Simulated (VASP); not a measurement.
# Ta (Fm-3m) in VASP: relaxation of cell and atoms with BLYP

Aim: the relaxation of cell and atoms of Ta with BLYP.

Everything below comes from runs of VASP 6.6.1. Logs are shortened: lines on timing, memory, paths and dates and some standing lists are left out, and cuts for length are marked.

### 1 The cell of the first run

The structure is cubic, space group Fm-3m (No. 225). The conventional cell has a = 4.165 Å, b = 4.165 Å, c = 4.165 Å, α = 90.00°, β = 90.00°, γ = 90.00°. Within 3.9 Å of Ta (site symmetry m-3m) lie 12 Ta at 2.95 Å.

This isn't the form of Ta at room conditions, which is bcc.

### 2 Relaxation of cell and atoms, BLYP

Input file INCAR:

```
PREC     = Accurate       # precision mode
ENCUT    = 500            # plane-wave cutoff, eV
EDIFF    = 1E-7           # SCF threshold, eV
ISMEAR   = -1             # smearing method
SIGMA    = 0.1            # smearing width, eV
LREAL    = False          # projectors in reciprocal space
LASPH    = True           # aspherical terms in the spheres
NELM     = 120            # most SCF steps
ALGO     = Normal         # electronic algorithm
ISIF     = 3              # what is computed and relaxed
LWAVE    = False          # write WAVECAR
LCHARG   = False          # write CHGCAR
GGA      = B5             # functional
ALDAX    = 1.0          
AGGAX    = 1.0          
AGGAC    = 1.0          
ALDAC    = 0.0          
IBRION   = 2              # ionic algorithm
NSW      = 80             # ionic steps
EDIFFG   = -0.01          # ionic threshold
GGA_COMPAT= False        
NELMIN   = 4
```

Input file KPOINTS:

```
Automatic mesh
0
Gamma
  13 13 13
```

Input file POSCAR:

```
Ta
1.0
    0.0000000000      2.0825235034      2.0825235034
    2.0825235034      0.0000000000      2.0825235034
    2.0825235034      2.0825235034      0.0000000000
Ta
1
Direct
    0.0000000000      0.0000000000      0.0000000000
```

Potentials or basis: VASP PAW PBE potentials, release 64 (Ta_sv_GW).

Run with:

```
> cat potpaw_PBE.64/Ta_sv_GW/POTCAR > POTCAR
> mpirun -np 1 vasp_std > vasp.out
```

OUTCAR:

```text
PREC = Accurate
   ENCUT = 500
   EDIFF = 1E-7
   ISMEAR = -1
   LREAL = False
   LASPH = True
   NELM = 120
   ISIF = 3
   GGA = B5
   IBRION = 2
   NSW = 80
   EDIFFG = -0.01
   NELMIN = 4

 ion  position               nearest neighbor table
   1  0.000  0.000  0.000-

  LATTYP: Found a face centered cubic cell.
 ALAT       =     4.1650470068

  Lattice vectors:

 A1 = (   0.0000000000,   2.0825235034,   2.0825235034)
 A2 = (   2.0825235034,   0.0000000000,   2.0825235034)
 A3 = (   2.0825235034,   2.0825235034,   0.0000000000)

Analysis of symmetry for initial positions (statically):
=====================================================================
 Subroutine PRICEL returns:
 Original cell was already a primitive cell.

 Routine SETGRP: Setting up the symmetry group for a
 face centered cubic supercell.

 Subroutine GETGRP returns: Found 48 space group operations
 (whereof 48 operations were pure point group operations)
 out of a pool of 48 trial point group operations.

The static configuration has the point symmetry O_h .

Analysis of symmetry for dynamics (positions and initial velocities):
=====================================================================
 Subroutine PRICEL returns:
 Original cell was already a primitive cell.

 Routine SETGRP: Setting up the symmetry group for a
 face centered cubic supercell.

 Subroutine GETGRP returns: Found 48 space group operations
 (whereof 48 operations were pure point group operations)
 out of a pool of 48 trial point group operations.

The dynamic configuration has the point symmetry O_h .

 Subroutine INISYM returns: Found 48 space group operations
 (whereof 48 operations are pure point group operations),
 and found     1 'primitive' translations

----------------------------------------------------------------------------------------

                                     Primitive cell

  volume of cell :      18.0634

  direct lattice vectors                    reciprocal lattice vectors
     0.000000000  2.082523503  2.082523503    -0.240093329  0.240093329  0.240093329
     2.082523503  0.000000000  2.082523503     0.240093329 -0.240093329  0.240093329
     2.082523503  2.082523503  0.000000000     0.240093329  0.240093329 -0.240093329

  length of vectors
     2.945132982  2.945132982  2.945132982     0.415853844  0.415853844  0.415853844

  position of ions in fractional coordinates (direct lattice)
     0.000000000  0.000000000  0.000000000

  ion indices of the primitive-cell ions
[... 84 lines left out ...]
   PSTRESS=    0.0 pullay stress
   NELECT =      13.0000    total number of electrons
   NUPDOWN=      -1.0000    fix difference up-down
   EMIN   =  10.00;   EMAX   =-10.00  energy-range for DOS
   EFERMI =   0.00;   METHOD = LEGACY
   ISMEAR =    -1;   SIGMA  =   0.10  broadening in eV -4-tet -1-fermi 0-gaus
   EFERMI_NEDOS =   21; number of points for ismear=-14 and -15
   IALGO  =     38    algorithm
   IMIX   =      4    mixing-type and parameters
     AMIX     =   0.40;   BMIX     =  1.00
     AMIX_MAG =   1.60;   BMIX_MAG =  1.00
  volume/ion in A,a.u.               =      18.06       121.90
  Fermi-wavevector in a.u.,A,eV,Ry     =   1.467088  2.772394 29.284444  2.152346
  Thomas-Fermi vector in A             =   2.582747
   LORBIT       =      0    0 simple, 1 ext, 2 COOP (PROOUT), +10 PAW based schemes
   GGA     = B5    functional components
   LHFCALC =     F    Hartree Fock is set to
   AEXX    =    0.0000 exact exchange contribution
   IVDW    =     0    specifies the selected vdW correction
   LEPSILON=     F    determine dielectric tensor
   LRPA    =     F    only Hartree local field effects (RPA)
 conjugate gradient relaxation of ions
 non-spin polarized calculation
  energy-cutoff  :      500.00
  volume of cell :       18.06
 maximum number of plane-waves:       471
 NGX is ok and might be reduce to    24
   NGX = 11   NGY = 11   NGZ = 11

--------------------------------------- Ionic step        1  -------------------------------------------

 number of electron      13.0000002 magnetization

 Free energy of the ion-electron system (eV)
  ---------------------------------------------------
  ext. energy  EPLUGINS =         0.00000000
  ---------------------------------------------------
  free energy    TOTEN  =       -12.51370988 eV

  energy without entropy =      -12.47546965  energy(sigma->0) =      -12.49458977

------------------------ aborting loop because EDIFF is reached ----------------------------------------

  FORCE on cell =-STRESS in cart. coord.  units (eV):
  Direction    XX          YY          ZZ          XY          YZ          ZX
  --------------------------------------------------------------------------------------
  -------------------------------------------------------------------------------------
  Total        1.5831825      1.5831825      1.5831825      0.0000000     -0.0000000      0.0000000
  in kB      140.4241590    140.4241590    140.4241590      0.0000000     -0.0000000      0.0000000
  external PRESSURE =     140.4241590 kB  Pullay stress =       0.0000000 kB
[... 22 lines left out ...]
--------------------------------------- Ionic step        2  -------------------------------------------

 number of electron      12.9999997 magnetization

 E-fermi :   8.6878     XC(G=0): -11.2625

 val. band max:        8.6610051883   @ k =   0.3846   0.2308   0.0769
 cond. band min:       8.7351040429   @ k =   0.3846   0.3077   0.0769
 fundamental gap:      0.0740988547
 Fermi energy:         8.6878279098

 k-point     1 :       0.0000    0.0000    0.0000
  band No.  band energies     occupation
      1     -59.1107      2.00000
      2     -25.4616      2.00000
      3     -25.4616      2.00000
      4     -25.4616      2.00000
      5       1.4842      2.00000
      6       9.0344      0.06058
      7       9.0344      0.06058
      8       9.0344      0.06058
      9      11.3213      0.00000
     10      11.3213      0.00000
[... 368 lines left out ...]
--------------------------------------- Ionic step        4  -------------------------------------------

 number of electron      12.9999998 magnetization

 Free energy of the ion-electron system (eV)
  ---------------------------------------------------
  ext. energy  EPLUGINS =         0.00000000
  ---------------------------------------------------
  free energy    TOTEN  =       -12.56606762 eV

  energy without entropy =      -12.52543474  energy(sigma->0) =      -12.54575118

 E-fermi :  10.5262     XC(G=0): -12.0435

 val. band max:       10.5242548655   @ k =   0.3846   0.0000   0.0000
 cond. band min:      10.5326837217   @ k =  -0.3846   0.1538   0.0000
 fundamental gap:      0.0084288563
 Fermi energy:        10.5261841968

 k-point     1 :       0.0000    0.0000    0.0000
  band No.  band energies     occupation
      1     -56.9030      2.00000
      2     -23.1255      2.00000
      3     -23.1255      2.00000
      4     -23.1255      2.00000
      5       2.6823      2.00000
      6      10.8759      0.05878
      7      10.8759      0.05878
      8      10.8759      0.05878
      9      13.7130      0.00000
     10      13.7130      0.00000
[... 327 lines left out ...]
  FREE ENERGIE OF THE ION-ELECTRON SYSTEM (eV)
  ---------------------------------------------------
  free  energy   TOTEN  =       -12.5660676181 eV

  energy  without entropy=      -12.5254347386  energy(sigma->0) =      -12.54575118

 reached required accuracy - stopping structural energy minimisation
```

Wall time 72 s (1 thread of AMD EPYC 9R45 (Zen 5), shared host); peak memory 0.13 GiB.

Results:

```
Free energy                           : -12.5661 eV
Relaxed volume                        : 19.33 Å³/atom
Relaxed cell                          : a = 3.012 Å, b = 3.012 Å, c = 3.012 Å, α = 60.00°, β = 60.00°, γ = 60.00°
Space group after relaxing (to 0.1 Å) : Fm-3m (No. 225)
Energy gained by relaxing             : 52.4 meV/atom
Ionic steps                           : 4
Pressure after relaxing               : 0.0 GPa
Band gap on the k mesh                : zero (an odd number of electrons rules out a gap without spin polarisation)
```

Step by step:
| step | energy change (eV) | largest force (eV/Å) | pressure (GPa) | volume (Å³) |
| --- | --- | --- | --- | --- |
| 1 | 0.0000 | 0.0000 | 14.04 | 18.06 |
| 2 | 0.1804 | 0.0000 | -20.44 | 22.53 |
| 3 | -0.0522 | 0.0000 | -0.66 | 19.39 |
| 4 | -0.0524 | 0.0000 | -0.04 | 19.33 |

Final structure:
```yaml
crystal:
  lattice:
    - [0.00000, 2.13009, 2.13009]
    - [2.13009, 0.00000, 2.13009]
    - [2.13009, 2.13009, 0.00000]
  atoms:
    - { symbol: Ta, position: [0.00000, 0.00000, 0.00000] }
```

Caveat: the PAW data sets were made with another functional, which shifts forces and pressure a little; spin-orbit coupling is left out, which moves the levels of the heavy elements.
